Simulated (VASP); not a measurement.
# HfB2 (P6/mmm) in VASP: further runs

HfB2 is run at these levels: PBE, PBE+D3(BJ); tasks: single point.

Everything below comes from runs of VASP 6.6.1. Logs are shortened: lines on timing, memory, paths and dates and some standing lists are left out, and cuts for length are marked.

## (1) The cell of the first run

Symmetry: P6/mmm, No. 191, hexagonal system. Conventional cell: a = 3.133 Å, b = 3.133 Å, c = 3.479 Å, α = 90.00°, β = 90.00°, γ = 120.00°. Hf (site symmetry 6/mmm) has 12 B at 2.51 Å and 6 Hf at 3.13 Å within 3.3 Å. Within 2.4 Å of B (site symmetry -6m2) lie 3 B at 1.81 Å.

## (2) Single point, PBE

The input, INCAR:

```
PREC = Accurate
ENCUT = 500
EDIFF = 1E-6
ISMEAR = 1
SIGMA = 0.06
LREAL = F
LASPH = T
NELM = 120
ALGO = Normal
ISIF = 2
LWAVE = F
LCHARG = F
GGA = PE
NELECT = 17.0
NBANDS = 15
GGA_COMPAT = F
```

The input, KPOINTS:

```
regular mesh
0
Gamma
  9 9 8
```

The input, POSCAR:

```
HfB2
1.0
    3.1326790839      0.0000000000      0.0000000000
   -1.5663395419      2.7129796685      0.0000000000
    0.0000000000      0.0000000000      3.4792139900
Hf B
1 2
Direct
    0.0000000000      0.0000000000      0.0000000000
    0.3333333333      0.6666666667      0.5000000000
    0.6666666667      0.3333333333      0.5000000000
```

Potentials or basis: VASP PAW PBE potentials, release 64 (Hf_pv, B).

Command:

```bash
$ cat potpaw_PBE.64/Hf_pv/POTCAR potpaw_PBE.64/B/POTCAR > POTCAR
$ mpirun -np 1 vasp_std > vasp.out
```

OUTCAR:

```text
PREC = Accurate
   ENCUT = 500
   EDIFF = 1E-6
   ISMEAR = 1
   LREAL = F
   LASPH = T
   NELM = 120
   ISIF = 2
   GGA = PE
   NELECT = 17.0

 ion  position               nearest neighbor table
   1  0.000  0.000  0.000-   2 2.51   3 2.51   2 2.51   3 2.51   2 2.51   2 2.51   3 2.51   3 2.51
                             3 2.51   3 2.51   2 2.51   2 2.51
   2  0.333  0.667  0.500-   3 1.81   3 1.81   3 1.81   1 2.51   1 2.51   1 2.51   1 2.51   1 2.51
                             1 2.51
   3  0.667  0.333  0.500-   2 1.81   2 1.81   2 1.81   1 2.51   1 2.51   1 2.51   1 2.51   1 2.51
                             1 2.51

  LATTYP: Found a hexagonal cell.
 ALAT       =     3.1326790839
 C/A-ratio  =     1.1106193443

  Lattice vectors:

 A1 = (   3.1326790839,   0.0000000000,   0.0000000000)
 A2 = (  -1.5663395419,   2.7129796685,   0.0000000000)
 A3 = (   0.0000000000,   0.0000000000,   3.4792139900)

Analysis of symmetry for initial positions (statically):
=====================================================================
 Subroutine PRICEL returns:
 Original cell was already a primitive cell.

 Routine SETGRP: Setting up the symmetry group for a
 hexagonal supercell.

 Subroutine GETGRP returns: Found 24 space group operations
 (whereof 24 operations were pure point group operations)
 out of a pool of 24 trial point group operations.

The static configuration has the point symmetry D_6h.

Analysis of symmetry for dynamics (positions and initial velocities):
=====================================================================
 Subroutine PRICEL returns:
 Original cell was already a primitive cell.

 Routine SETGRP: Setting up the symmetry group for a
 hexagonal supercell.

 Subroutine GETGRP returns: Found 24 space group operations
 (whereof 24 operations were pure point group operations)
 out of a pool of 24 trial point group operations.

The dynamic configuration has the point symmetry D_6h.

 Subroutine INISYM returns: Found 24 space group operations
 (whereof 24 operations are pure point group operations),
 and found     1 'primitive' translations

----------------------------------------------------------------------------------------

                                     Primitive cell

  volume of cell :      29.5695

  direct lattice vectors                    reciprocal lattice vectors
[... 100 lines left out ...]
   NELECT =      17.0000    total number of electrons
   NUPDOWN=      -1.0000    fix difference up-down
   EMIN   =  10.00;   EMAX   =-10.00  energy-range for DOS
   EFERMI =   0.00;   METHOD = LEGACY
   ISMEAR =     1;   SIGMA  =   0.06  broadening in eV -4-tet -1-fermi 0-gaus
   EFERMI_NEDOS =   21; number of points for ismear=-14 and -15
   IALGO  =     38    algorithm
   IMIX   =      4    mixing-type and parameters
     AMIX     =   0.40;   BMIX     =  1.00
     AMIX_MAG =   1.60;   BMIX_MAG =  1.00
  volume/ion in A,a.u.               =       9.86        66.51
  Fermi-wavevector in a.u.,A,eV,Ry     =   1.361267  2.572421 25.212242  1.853047
  Thomas-Fermi vector in A             =   2.487858
   LORBIT       =      0    0 simple, 1 ext, 2 COOP (PROOUT), +10 PAW based schemes
   GGA     = PE    functional components
   LHFCALC =     F    Hartree Fock is set to
   AEXX    =    0.0000 exact exchange contribution
   IVDW    =     0    specifies the selected vdW correction
   LEPSILON=     F    determine dielectric tensor
   LRPA    =     F    only Hartree local field effects (RPA)
 non-spin polarized calculation
 Methfessel and Paxton  Order N= 1 SIGMA  =   0.06
  energy-cutoff  :      500.00
  volume of cell :       29.57
 maximum number of plane-waves:       761
 NGX is ok and might be reduce to    24
   NGX = 11   NGY = 11   NGZ = 13

 number of electron      16.9999998 magnetization

 Free energy of the ion-electron system (eV)
  ---------------------------------------------------
  ext. energy  EPLUGINS =         0.00000000
  ---------------------------------------------------
  free energy    TOTEN  =       -17.77028933 eV

  energy without entropy =      -17.77031968  energy(sigma->0) =      -17.77029945

 E-fermi :   9.1374     XC(G=0): -12.9174

 val. band max:        9.1178599029   @ k =   0.3333   0.0000   0.2500
 cond. band min:       9.2079319393   @ k =   0.0000   0.0000   0.3750
 fundamental gap:      0.0900720364
 Fermi energy:         9.1374040748

 k-point     1 :       0.0000    0.0000    0.0000
  band No.  band energies     occupation
      1     -22.7387      2.00000
      2     -22.2363      2.00000
      3     -22.2363      2.00000
      4      -6.4065      2.00000
      5       4.4103      2.00000
      6       4.5363      2.00000
      7       4.5363      2.00000
      8       4.6122      2.00000
      9      11.6940      0.00000
     10      11.6940      0.00000
     11      12.2176      0.00000
     12      12.2176      0.00000
     13      12.3971      0.00000
     14      12.3971      0.00000
[... 401 lines left out ...]
      2     -22.7998      2.00000
      3     -22.6130      2.00000
      4      -1.0322      2.00000
      5      -1.0322      2.00000
      6      -0.1219      2.00000
      7       4.6821      2.00000
      8       4.6821      2.00000
      9       9.8579     -0.00000
     10       9.8579     -0.00000
     11      11.1905      0.00000
     12      16.5545      0.00000
     13      16.5545      0.00000
     14      16.8848      0.00000
     15      19.7070      0.00000

 [... further k-points ...]

------------------------ aborting loop because EDIFF is reached ----------------------------------------

  FORCE on cell =-STRESS in cart. coord.  units (eV):
  Direction    XX          YY          ZZ          XY          YZ          ZX
  --------------------------------------------------------------------------------------
  -------------------------------------------------------------------------------------
  Total        9.1578492      9.1578492      9.7736440      0.0000000     -0.0000000      0.0000000
  in kB      496.2042553    496.2042553    529.5701685      0.0000000     -0.0000000      0.0000000
  external PRESSURE =     507.3262264 kB  Pullay stress =       0.0000000 kB

 VOLUME and BASIS-vectors are now :
 -----------------------------------------------------------------------------
  energy-cutoff  :      500.00
  volume of cell :       29.57
      direct lattice vectors                 reciprocal lattice vectors
     3.132679084  0.000000000  0.000000000     0.319215589  0.184299206  0.000000000
    -1.566339542  2.712979669  0.000000000     0.000000000  0.368598413  0.000000000
     0.000000000  0.000000000  3.479213990     0.000000000  0.000000000  0.287421240

 POSITION                                       TOTAL-FORCE (eV/Angst)
 -----------------------------------------------------------------------------------
      0.00000      0.00000      0.00000        -0.000000      0.000000      0.000000
     -0.00000      1.80865      1.73961        -0.000000      0.000000      0.000000
      1.56634      0.90433      1.73961         0.000000      0.000000      0.000000
 -----------------------------------------------------------------------------------
    total drift:                               -0.000000      0.000000      0.000000

  FREE ENERGIE OF THE ION-ELECTRON SYSTEM (eV)
  ---------------------------------------------------
  free  energy   TOTEN  =       -17.7702893298 eV

  energy  without entropy=      -17.7703196791  energy(sigma->0) =      -17.77029945
```

OSZICAR:

```text
N       E                     dE             d eps       ncg     rms          rms(c)
DAV:   1     0.411272949560E+02    0.41127E+02   -0.81587E+03  1800   0.102E+03
DAV:   2    -0.183662893916E+02   -0.59494E+02   -0.56497E+02  2367   0.228E+02
DAV:   3    -0.199425170502E+02   -0.15762E+01   -0.15628E+01  2332   0.278E+01
DAV:   4    -0.199489150914E+02   -0.63980E-02   -0.63968E-02  2101   0.215E+00
DAV:   5    -0.199489522121E+02   -0.37121E-04   -0.37120E-04  2311   0.143E-01    0.553E+01
DAV:   6    -0.178190374735E+02    0.21299E+01   -0.49520E+00  2192   0.134E+01    0.402E+01
DAV:   7    -0.177903213407E+02    0.28716E-01   -0.63133E-01  2255   0.511E+00    0.127E+01
DAV:   8    -0.177716867102E+02    0.18635E-01   -0.84956E-02  2150   0.201E+00    0.103E+00
DAV:   9    -0.177703535642E+02    0.13331E-02   -0.66953E-03  2143   0.593E-01    0.399E-01
DAV:  10    -0.177702958733E+02    0.57691E-04   -0.35502E-04  2276   0.132E-01    0.113E-01
DAV:  11    -0.177702910205E+02    0.48528E-05   -0.28227E-05  2213   0.355E-02    0.233E-02
DAV:  12    -0.177702892975E+02    0.17230E-05   -0.36792E-06  2061   0.136E-02    0.176E-02
DAV:  13    -0.177702893298E+02   -0.32321E-07   -0.17286E-07   984   0.344E-03
   1 F= -.17770289E+02 E0= -.17770299E+02  d E =0.303492E-04
```

stdout:

```text
POSCAR found type information on POSCAR HfB
 POSCAR found :  2 types and       3 ions
 scaLAPACK will be used
 LDA part: xc-table for (Slater+PW92), standard interpolation
 POSCAR, INCAR and KPOINTS ok, starting setup
 FFT: planning ... GRIDC
 FFT: planning ... GRID_SOFT
 FFT: planning ... GRID
 WAVECAR not read
 entering main loop
 the old and the new charge density differ
 old charge density:    16.00000 new   17.00000
    0.553E+01
```

Wall time 25 s (1 thread of AMD EPYC 9R45 (Zen 5), shared host); peak memory 0.12 GiB.

What came out:

* Free energy: -17.7703 eV

Caveat: the cell carries a net charge on a neutralising background, which shifts energy and pressure; the cell is charged against a uniform background, so pressure and absolute levels hang on convention; spin-orbit coupling is left out, which moves the levels of the heavy elements.

## (3) Single point, PBE+D3(BJ)

The input, INCAR:

```
PREC = Accurate
ENCUT = 500
EDIFF = 1E-6
ISMEAR = -5
SIGMA = 0.1
LREAL = F
LASPH = T
NELM = 120
ALGO = Normal
ISIF = 2
LWAVE = F
LCHARG = F
GGA = PE
IVDW = 12
NBANDS = 15
GGA_COMPAT = F
```

The input, KPOINTS:

```
Automatic mesh
0
Gamma
  9 9 8
```

The input, POSCAR:

```
HfB2
1.0
    3.1326790839      0.0000000000      0.0000000000
   -1.5663395419      2.7129796685      0.0000000000
    0.0000000000      0.0000000000      3.4792139900
Hf B
1 2
Direct
    0.2660000000      0.6510000000      0.5790000000
    0.5993333333      1.3176666667      1.0790000000
    0.9326666667      0.9843333333      1.0790000000
```

Potentials or basis: VASP PAW PBE potentials, release 64 (Hf_pv, B).

Command:

```bash
$ cat potpaw_PBE.64/Hf_pv/POTCAR potpaw_PBE.64/B/POTCAR > POTCAR
$ mpirun -np 1 vasp_std > vasp.out
```

It took 23 s on 1 thread of AMD EPYC 9R45 (Zen 5), shared host; peak memory 0.14 GiB.

Results (log left out):

```yaml
Free_energy: -27.4767 eV
Pressure: -3.7 GPa
Band_gap_on_the_k_mesh: zero (band 8 reaches 8.32 eV, above the bottom of band 9 at 7.61 eV)
Dispersion_energy_per_atom: -0.364 eV
```

Stress tensor (GPa, compression positive):
```
-3.52  0.00  0.00
 0.00 -3.52  0.00
 0.00  0.00 -4.07
```

Levels at points of the mesh, in eV from the Fermi level:
```csv
k point,band 6,band 7,band 8,band 9,band 10,band 11
"(0.00, 0.00, 0.00)",-3.10,-3.10,-3.01,3.85,3.85,4.47
"(0.00, 0.00, 0.50)",-1.40,-1.40,0.14,0.14,0.81,0.81
```

Caveat: spin-orbit coupling is left out, which moves the levels of the heavy elements; pairwise dispersion overbinds metals, which lowers pressure and volume; tetrahedron occupations give inexact forces and stress in metals.

## (4) Single point, PBE+D3(BJ)

The input, INCAR:

```
ALGO = Normal
EDIFF = 1E-6
ENCUT = 500
GGA = PE
GGA_COMPAT = False
ISIF = 2
ISMEAR = -5
IVDW = 12
LASPH = True
LCHARG = True
LELF = True
LREAL = False
LVHAR = True
LWAVE = False
NBANDS = 15
NELECT = 15.0
NELM = 120
PREC = Accurate
SIGMA = 0.1
```

The input, KPOINTS:

```
k-points
0
Gamma
  9 9 8
```

The input, POSCAR:

```
HfB2
1.0
    3.1326790839      0.0000000000      0.0000000000
   -1.5663395419      2.7129796685      0.0000000000
    0.0000000000      0.0000000000      3.4792139900
Hf B
1 2
Direct
    0.0000000000      0.0000000000      0.0000000000
    0.3333333333      0.6666666667      0.5000000000
    0.6666666667      0.3333333333      0.5000000000
```

Command:

```bash
$ cat potpaw_PBE.64/Hf_pv/POTCAR potpaw_PBE.64/B/POTCAR > POTCAR
$ mpirun -np 1 vasp_std > vasp.out
```

It took 27 s on 1 thread of AMD EPYC 9R45 (Zen 5), shared host; peak memory 0.14 GiB.

Results (log left out):

* Free energy: -33.9971 eV
* Dispersion energy per atom: -0.364 eV

Levels at points of the mesh, in eV from the Fermi level:
| k point | band 6 | band 7 | band 8 | band 9 | band 10 | band 11 |
| --- | --- | --- | --- | --- | --- | --- |
| (0.00, 0.00, 0.00) | -0.74 | -0.74 | -0.63 | 5.98 | 5.98 | 6.65 |
| (0.00, 0.00, 0.50) | 1.07 | 1.07 | 2.46 | 2.46 | 2.93 | 2.93 |

Caveat: the cell carries a net charge on a neutralising background, which shifts energy and pressure; the cell is charged against a uniform background, so pressure and absolute levels hang on convention; spin-orbit coupling is left out, which moves the levels of the heavy elements; pairwise dispersion overbinds metals, which lowers pressure and volume; tetrahedron occupations give inexact forces and stress in metals.

## (5) Single point, PBE

The input, INCAR:

```
ALGO = Normal ; EDIFF = 1E-6
ENCUT = 500 ; GGA = PE
GGA_COMPAT = F ; ISIF = 2
ISMEAR = -1 ; LASPH = T
LCHARG = F ; LREAL = F
LWAVE = F ; NBANDS = 15
NELM = 120 ; PREC = Accurate
SIGMA = 0.06802846561497
```

KPOINTS is that of step 4.

POSCAR is that of step 4.

Command:

```bash
$ cat potpaw_PBE.64/Hf_pv/POTCAR potpaw_PBE.64/B/POTCAR > POTCAR
$ mpirun -np 1 vasp_std > vasp.out
```

It took 22 s on 1 thread of AMD EPYC 9R45 (Zen 5), shared host; peak memory 0.12 GiB.

The run converged. Its results:

```
Free energy            : -26.3886 eV
Pressure               : 2.4 GPa
Band gap on the k mesh : zero (band 8 reaches 8.32 eV, above the bottom of band 9 at 7.61 eV)
```

Stress tensor (GPa, compression positive):
```
2.65 0.00 0.00
0.00 2.65 0.00
0.00 0.00 1.83
```

Levels at points of the mesh, in eV from the Fermi level:
```csv
k point,band 6,band 7,band 8,band 9,band 10,band 11
"(0.00, 0.00, 0.00)",-2.92,-2.92,-2.82,4.03,4.03,4.65
"(0.00, 0.00, 0.50)",-1.21,-1.21,0.32,0.32,0.99,0.99
```

Caveat: spin-orbit coupling is left out, which moves the levels of the heavy elements.

## (6) Single point, PBE

The input, INCAR:

```
PREC = Accurate
ENCUT = 500
EDIFF = 1E-6
ISMEAR = 0
SIGMA = 0.1
LREAL = False
LASPH = True
NELM = 120
ALGO = Normal
ISIF = 2
LWAVE = False
LCHARG = True
GGA = PE
LELF = True
LVHAR = True
NBANDS = 15
GGA_COMPAT = False
```

The input, KPOINTS:

```
regular mesh
0
Gamma
  9 9 8
```

POSCAR is that of step 5.

Potentials or basis: VASP PAW PBE potentials, release 64 (Hf_pv, B).

Command:

```bash
$ cat potpaw_PBE.64/Hf_pv/POTCAR potpaw_PBE.64/B/POTCAR > POTCAR
$ mpirun -np 1 vasp_std > vasp.out
```

It took 26 s on 1 thread of AMD EPYC 9R45 (Zen 5), shared host; peak memory 0.12 GiB.

It converged, with:

```yaml
Free_energy: -26.3862 eV
Pressure: 2.4 GPa
Band_gap_on_the_k_mesh: zero (band 8 reaches 8.32 eV, above the bottom of band 9 at 7.61 eV)
```

Stress tensor (GPa, compression positive):
```
2.63 0.00 0.00
0.00 2.63 0.00
0.00 0.00 1.83
```

Levels at points of the mesh, in eV from the Fermi level:
```csv
k point,band 6,band 7,band 8,band 9,band 10,band 11
"(0.00, 0.00, 0.00)",-2.91,-2.91,-2.82,4.03,4.03,4.65
"(0.00, 0.00, 0.50)",-1.21,-1.21,0.32,0.32,0.99,0.99
```

Caveat: spin-orbit coupling is left out, which moves the levels of the heavy elements.

## (7) Summary

```tsv
level	smearing	gap on the mesh (eV)	pressure (GPa)
PBE+D3(BJ)	tetrahedron	none	-3.7
PBE	fermi-dirac 0.0680285 eV	none	2.4
PBE	gaussian 0.1 eV	none	2.4
```

Alike in all rows: task single point; potentials or basis VASP PAW PBE potentials, release 64 (Hf_pv, B); no spin polarisation; cell as given; k mesh 9 × 9 × 8; cutoff (eV) 500.

Every run on the cell as given and a fine mesh finds a metal. The pressure there spans -3.7 GPa (PBE+D3(BJ)) to 2.4 GPa (PBE); a positive pressure means that this level wants a larger cell, a negative one a smaller.

Caveats: spin-orbit coupling is left out, which moves the levels of the heavy elements; pairwise dispersion overbinds metals, which lowers pressure and volume (some runs); tetrahedron occupations give inexact forces and stress in metals (some runs).

Absolute energies hang on the potentials; compare differences alone.
